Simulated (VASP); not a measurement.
Write the native input for VASP 6.6.1 that does the following.

```yaml
Task: single point
Functional: PBE
Potentials_or_basis: VASP PAW PBE potentials, release 64 (Hf_pv, Mg)
Cutoff: 520 eV
k_mesh: 8 × 8 × 8
Occupations: gaussian, width 0.05 eV
Spin: no spin polarisation
Dipole_correction: no
Further_INCAR_settings: ALGO = Normal; EDIFF = 1e-06; NBANDS = 16
```

The structure of HfMg3 lies in POSCAR:

```
HfMg3
1.0
    4.5363481474      0.0000000000      0.0000000000
    0.0000000000      4.5363481474      0.0000000000
    0.0000000000      0.0000000000      4.5363481474
Hf Mg
1 3
Direct
    0.0000000000      0.0000000000      0.0000000000
    0.0000000000      0.5000000000      0.5000000000
    0.5000000000      0.5000000000      0.0000000000
    0.5000000000      0.0000000000      0.5000000000
```

One way to write it, as run:

INCAR

```
SYSTEM = HfMg3
ALGO = Normal
EDIFF = 1E-6
ENCUT = 520
GGA = PE
ISIF = 2
ISMEAR = 0
LASPH = .TRUE.
LCHARG = .FALSE.
LREAL = .FALSE.
LWAVE = .FALSE.
NBANDS = 16
NELM = 60
PREC = Accurate
SIGMA = 0.05
```

KPOINTS

```
k-points
0
G
  8 8 8
  0 0 0
```

Potentials or basis: VASP PAW PBE potentials, release 64 (Hf_pv, Mg).

Command:

```bash
$ cat potpaw_PBE.64/Hf_pv/POTCAR potpaw_PBE.64/Mg/POTCAR > POTCAR
$ mpirun -np 1 vasp_std > vasp.out
```

Results of the run:

* Pressure: -3.5 GPa
* Band gap on the k mesh: zero (bands 8 and 9 overlap by 1.36 eV)

Caveat: the cell stands under tension; spin-orbit coupling is left out, which moves the levels of the heavy elements.

Run time: 74 s on 1 thread of Intel Xeon 8259CL (shared host), peak memory 0.23 GiB.
